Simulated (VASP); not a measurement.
# Si4B (Im-3m) in VASP: density of states with PBE

Aim: the density of states of Si4B with PBE.

Everything below comes from runs of VASP 6.6.1. Logs are shortened: lines on timing, memory, paths and dates and some standing lists are left out, and cuts for length are marked.

## (1) The cell of the first run

Symmetry: Im-3m, No. 229, cubic system. The conventional cell has a = 5.167 Å, b = 5.167 Å, c = 5.167 Å, α = 90.00°, β = 90.00°, γ = 90.00°. Si (site symmetry -3m) has 2 B at 2.24 Å and 6 Si at 2.58 Å within 3.0 Å. Within 3.0 Å of B (site symmetry m-3m) lie 8 Si at 2.24 Å.

## (2) Density of states, PBE

The input, POSCAR:

```
Si4B
1.0
   -2.5834141319      2.5834141319      2.5834141319
    2.5834141319     -2.5834141319      2.5834141319
    2.5834141319      2.5834141319     -2.5834141319
Si B
4 1
Direct
    0.0000000000      0.0000000000      0.5000000000
    0.0000000000      0.5000000000      0.0000000000
    0.5000000000      0.0000000000      0.0000000000
    0.5000000000      0.5000000000      0.5000000000
    0.0000000000      0.0000000000      0.0000000000
```

The input, INCAR.step1:

```
SYSTEM = Si4B
PREC = Accurate ; ENCUT = 520
EDIFF = 1E-7 ; ISMEAR = 0
SIGMA = 0.1 ; LREAL = .False.
LASPH = .True. ; NELM = 80
ALGO = Normal ; ISIF = 2
LWAVE = .False. ; LCHARG = .True.
GGA = PE ; NBANDS = 18
```

The input, KPOINTS.step1:

```
regular mesh
0
Gamma
  10 10 10
  0 0 0
```

The input, INCAR.step2:

```
SYSTEM = Si4B
PREC = Accurate ; ENCUT = 520
EDIFF = 1E-7 ; ISMEAR = -5
SIGMA = 0.1 ; LREAL = .False.
LASPH = .True. ; NELM = 80
ALGO = Normal ; ISIF = 2
LWAVE = .False. ; LCHARG = .False.
GGA = PE ; LORBIT = 10
NEDOS = 2001 ; ICHARG = 11
```

The input, KPOINTS.step2:

```
regular mesh
0
Gamma
  15 15 15
  0 0 0
```

Potentials or basis: VASP PAW PBE potentials, release 64 (Si, B).

Started as:

```console
$ cat potpaw_PBE.64/Si/POTCAR potpaw_PBE.64/B/POTCAR > POTCAR
$ cp INCAR.step1 INCAR
$ cp KPOINTS.step1 KPOINTS
$ mpirun -np 1 vasp_std > vasp.out
$ cp INCAR.step2 INCAR
$ cp KPOINTS.step2 KPOINTS
$ mpirun -np 1 vasp_std > vasp.out
```

OUTCAR:

```text
SYSTEM = Si4B
   PREC = Accurate
   ENCUT = 520
   EDIFF = 1E-7
   ISMEAR = -5
   LREAL = .False.
   LASPH = .True.
   NELM = 80
   ISIF = 2
   GGA = PE
   LORBIT = 10
   ICHARG = 11

 ion  position               nearest neighbor table
   1  0.000  0.000  0.500-   5 2.24   5 2.24   4 2.58   2 2.58   3 2.58   2 2.58   3 2.58   4 2.58

   2  0.000  0.500  0.000-   5 2.24   5 2.24   4 2.58   1 2.58   3 2.58   1 2.58   4 2.58   3 2.58

   3  0.500  0.000  0.000-   5 2.24   5 2.24   4 2.58   1 2.58   4 2.58   2 2.58   1 2.58   2 2.58

   4  0.500  0.500  0.500-   5 2.24   5 2.24   3 2.58   1 2.58   3 2.58   2 2.58   1 2.58   2 2.58

   5  0.000  0.000  0.000-   1 2.24   2 2.24   3 2.24   4 2.24   1 2.24   2 2.24   3 2.24   4 2.24

  LATTYP: Found a body centered cubic cell.
 ALAT       =     5.1668282638

  Lattice vectors:

 A1 = (  -2.5834141319,   2.5834141319,   2.5834141319)
 A2 = (   2.5834141319,  -2.5834141319,   2.5834141319)
 A3 = (   2.5834141319,   2.5834141319,  -2.5834141319)

Analysis of symmetry for initial positions (statically):
=====================================================================
 Subroutine PRICEL returns:
 Original cell was already a primitive cell.

 Routine SETGRP: Setting up the symmetry group for a
 body centered cubic supercell.

 Subroutine GETGRP returns: Found 48 space group operations
[... 9 lines left out ...]

 Routine SETGRP: Setting up the symmetry group for a
 body centered cubic supercell.

 Subroutine GETGRP returns: Found 48 space group operations
 (whereof 48 operations were pure point group operations)
 out of a pool of 48 trial point group operations.

The dynamic configuration has the point symmetry O_h .

 Subroutine INISYM returns: Found 48 space group operations
 (whereof 48 operations are pure point group operations),
 and found     1 'primitive' translations

----------------------------------------------------------------------------------------

                                     Primitive cell

  volume of cell :      68.9671

  direct lattice vectors                    reciprocal lattice vectors
    -2.583414132  2.583414132  2.583414132     0.000000000  0.193542334  0.193542334
     2.583414132 -2.583414132  2.583414132     0.193542334  0.000000000  0.193542334
     2.583414132  2.583414132 -2.583414132     0.193542334  0.193542334  0.000000000

  length of vectors
     4.474604533  4.474604533  4.474604533     0.273710193  0.273710193  0.273710193

  position of ions in fractional coordinates (direct lattice)
     0.000000000  0.000000000  0.500000000
     0.000000000  0.500000000  0.000000000
     0.500000000  0.000000000  0.000000000
     0.500000000  0.500000000  0.500000000
     0.000000000  0.000000000  0.000000000

  ion indices of the primitive-cell ions
   primitive index   ion index
                 1           1
                 2           2
                 3           3
                 4           4
                 5           5

----------------------------------------------------------------------------------------

 KPOINTS: regular mesh

Automatic generation of k-mesh.
 Grid dimensions read from file:
 generate k-points for:   15   15   15

 Generating k-lattice:

  Cartesian coordinates                     Fractional coordinates (reciprocal lattice)
     0.000000000  0.012902822  0.012902822     0.066666667  0.000000000  0.000000000
     0.012902822  0.000000000  0.012902822     0.000000000  0.066666667  0.000000000
     0.012902822  0.012902822  0.000000000     0.000000000  0.000000000  0.066666667

  Length of vectors
     0.018247346  0.018247346  0.018247346

  Shift w.r.t. Gamma in fractional coordinates (k-lattice)
     0.000000000  0.000000000  0.000000000

 TETIRR: Found   3891 inequivalent tetrahedra from    20250

 Subroutine IBZKPT returns following result:
 ===========================================

 Found    120 irreducible k-points:

 Following reciprocal coordinates:
            Coordinates               Weight
  0.000000  0.000000  0.000000      1.000000
  0.066667  0.000000  0.000000     12.000000
  0.133333  0.000000  0.000000     12.000000
  0.200000  0.000000  0.000000     12.000000
  0.266667  0.000000  0.000000     12.000000
  0.333333  0.000000  0.000000     12.000000
[... 16 lines left out ...]
  0.333333  0.200000  0.000000     48.000000
  0.400000  0.200000  0.000000     24.000000
 [... further k-points ...]
   k-points           NKPTS =    120   k-points in BZ     NKDIM =    120   number of bands    NBANDS=     13
   number of dos      NEDOS =   2001   number of ions     NIONS =      5
   total plane-waves  NPLWV =  46656
   dimension x,y,z NGX =    36 NGY =   36 NGZ =   36
   dimension x,y,z NGXF=    72 NGYF=   72 NGZF=   72
   ions per type =               4   1
   NGX,Y,Z   is equivalent  to a cutoff of  13.38, 13.38, 13.38 a.u.
   NGXF,Y,Z  is equivalent  to a cutoff of  26.75, 26.75, 26.75 a.u.
 SYSTEM =  Si4B
   PREC   = accura    normal or accurate (medium, high low for compatibility)
   ISTART =      0    job   : 0-new  1-cont  2-samecut
   ICHARG =     11    charge: 1-file 2-atom 10-const
   ISPIN  =      1    spin polarized calculation?
   LNONCOLLINEAR =      F non collinear calculations
   LSORBIT =      F    spin-orbit coupling
   LASPH  =      T    aspherical Exc in radial PAW
   ENCUT  =  520.0 eV  38.22 Ry    6.18 a.u.   8.32  8.32  8.32*2*pi/ulx,y,z
   NELM   =     80;   NELMIN=  2; NELMDL=  0     # of ELM steps
   EDIFF  = 0.1E-06   stopping-criterion for ELM
   LREAL  =      F    real-space projection
   EDIFFG = 0.1E-05   stopping-criterion for IOM
   NSW    =      0    number of steps for IOM
   IBRION =     -1    ionic relax: 0-MD 1-quasi-New 2-CG
   NFREE  =      0    steps in history (QN), initial steepest desc. (CG)
   ISIF   =      2    stress and relaxation
   ISYM   =      2    0-nonsym 1-usesym 2-fastsym
   POTIM  = 0.5000    time-step for ionic-motion
   TEBEG  =    0.0;   TEEND  =   0.0 temperature during run
   PSTRESS=    0.0 pullay stress
   NELECT =      19.0000    total number of electrons
   NUPDOWN=      -1.0000    fix difference up-down
   EMIN   =  10.00;   EMAX   =-10.00  energy-range for DOS
   EFERMI =   0.00;   METHOD = LEGACY
   ISMEAR =    -5;   SIGMA  =   0.10  broadening in eV -4-tet -1-fermi 0-gaus
   EFERMI_NEDOS =   21; number of points for ismear=-14 and -15
   IALGO  =     38    algorithm
   IMIX   =      4    mixing-type and parameters
     AMIX     =   0.40;   BMIX     =  1.00
     AMIX_MAG =   1.60;   BMIX_MAG =  1.00
  volume/ion in A,a.u.               =      13.79        93.08
  Fermi-wavevector in a.u.,A,eV,Ry     =   1.065235  2.013002 15.438873  1.134725
  Thomas-Fermi vector in A             =   2.200780
   LORBIT       =     10    0 simple, 1 ext, 2 COOP (PROOUT), +10 PAW based schemes
   GGA     = PE    functional components
   LHFCALC =     F    Hartree Fock is set to
   AEXX    =    0.0000 exact exchange contribution
   IVDW    =     0    specifies the selected vdW correction
   LEPSILON=     F    determine dielectric tensor
   LRPA    =     F    only Hartree local field effects (RPA)
 non-spin polarized calculation
 Fermi weights with tetrahedron method with Bloechl corrections
  energy-cutoff  :      520.00
  volume of cell :       68.97
 maximum number of plane-waves:      1890
 NGX is ok and might be reduce to    36

 number of electron      19.0000000 magnetization

 Free energy of the ion-electron system (eV)
  ---------------------------------------------------
  ext. energy  EPLUGINS =         0.00000000
  ---------------------------------------------------
  free energy    TOTEN  =       -25.32005095 eV

  energy without entropy =      -25.32005095  energy(sigma->0) =      -25.32005095

 E-fermi :   8.8497     XC(G=0): -10.9141

 val. band max:        8.9187523573   @ k =   0.2000   0.2000   0.2000
 cond. band min:       8.7981008036   @ k =   0.3333   0.2000   0.1333
 fundamental gap:     -0.1206515536
 Fermi energy:         8.8497256111

 k-point     1 :       0.0000    0.0000    0.0000
  band No.  band energies     occupation
      1      -5.5423      2.00000
      2       2.8228      2.00000
      3       2.8228      2.00000
      4       2.8228      2.00000
      5       4.4972      2.00000
      6       4.4972      2.00000
      7       4.4972      2.00000
      8       4.7457      2.00000
      9       5.7962      2.00000
     10       5.7962      2.00000
     11       5.7962      2.00000
     12       9.9913      0.00000
     13       9.9913      0.00000

 k-point     2 :       0.0667    0.0000    0.0000
  band No.  band energies     occupation
      1      -5.4984      2.00000
      2       2.4120      2.00000
      3       2.6227      2.00000
      4       2.8228      2.00000
      5       4.2506      2.00000
      6       4.3765      2.00000
      7       4.7827      2.00000
      8       5.0481      2.00000
      9       5.7827      2.00000
     10       5.9947      2.00000
     11       6.1271      2.00000
     12      10.1358      0.00000
     13      10.2273      0.00000
[... 321 lines left out ...]
 k-point    23 :       0.3333    0.2000    0.0000
  band No.  band energies     occupation
      1      -3.6121      2.00000
      2      -1.7659      2.00000
      3      -0.4002      2.00000
      4       1.6439      2.00000
      5       3.3288      2.00000
      6       5.1012      2.00000
      7       6.1441      2.00000
      8       7.0174      2.00000
      9       8.0713      2.00702
     10       9.4969     -0.08394
     11      10.3580      0.00000
     12      10.6715      0.00000
     13      11.4468      0.00000

 k-point    24 :       0.4000    0.2000    0.0000
  band No.  band energies     occupation
      1      -3.4003      2.00000
      2      -2.0354      2.00000
      3      -0.4636      2.00000
      4       1.6086      2.00000
      5       3.3237      2.00000
      6       5.1493      2.00000
      7       6.3183      2.00000
      8       6.7257      2.00000
      9       8.5744      1.98649
     10       9.4748     -0.07269
     11      10.4063      0.00000
     12      10.5169      0.00000
     13      11.5038      0.00000

 [... further k-points ...]
[... 5 lines left out ...]
  --------------------------------------------------------------------------------------
  -------------------------------------------------------------------------------------
  Total        0.0256915      0.0256915      0.0256915      0.0000000     -0.0000000      0.0000000
  in kB        0.5968405      0.5968405      0.5968405      0.0000000     -0.0000000      0.0000000
  external PRESSURE =       0.5968405 kB  Pullay stress =       0.0000000 kB

 VOLUME and BASIS-vectors are now :
 -----------------------------------------------------------------------------
  energy-cutoff  :      520.00
  volume of cell :       68.97
      direct lattice vectors                 reciprocal lattice vectors
    -2.583414132  2.583414132  2.583414132     0.000000000  0.193542334  0.193542334
     2.583414132 -2.583414132  2.583414132     0.193542334  0.000000000  0.193542334
     2.583414132  2.583414132 -2.583414132     0.193542334  0.193542334  0.000000000

 POSITION                                       TOTAL-FORCE (eV/Angst)
 -----------------------------------------------------------------------------------
      1.29171      1.29171     -1.29171         0.000000      0.000000      0.000000
      1.29171     -1.29171      1.29171        -0.000000      0.000000     -0.000000
     -1.29171      1.29171      1.29171         0.000000     -0.000000      0.000000
      1.29171      1.29171      1.29171        -0.000000     -0.000000     -0.000000
      0.00000      0.00000      0.00000         0.000000     -0.000000      0.000000
 -----------------------------------------------------------------------------------
    total drift:                                0.000000     -0.000000     -0.000000

  FREE ENERGIE OF THE ION-ELECTRON SYSTEM (eV)
  ---------------------------------------------------
  free  energy   TOTEN  =       -25.3200509530 eV

  energy  without entropy=      -25.3200509530  energy(sigma->0) =      -25.32005095

 total charge

# of ion       s       p       d       tot
------------------------------------------
    1        0.788   0.799   0.000   1.587
    2        0.788   0.799   0.000   1.587
    3        0.788   0.799   0.000   1.587
    4        0.788   0.799   0.000   1.587
    5        0.715   1.042   0.000   1.757
--------------------------------------------------
tot          3.865   4.238   0.000   8.104
```

Run time: 46 s. Hardware: 1 thread of Intel Xeon 6975P-C (Granite Rapids), shared host; peak memory 0.25 GiB.

Results:

| Quantity | Value |
| --- | --- |
| Valence electrons inside the program's atomic spheres | Si 1.59; B 1.76 |

Levels at points of the mesh, in eV from the Fermi level:
```tsv
k point	band 5	band 6	band 7	band 8	band 9	band 10	band 11	band 12	band 13
(0.00, 0.00, 0.00)	-4.35	-4.35	-4.35	-4.10	-3.05	-3.05	-3.05	1.14	1.14
```

Caveat: tetrahedron occupations give inexact forces and stress in metals.
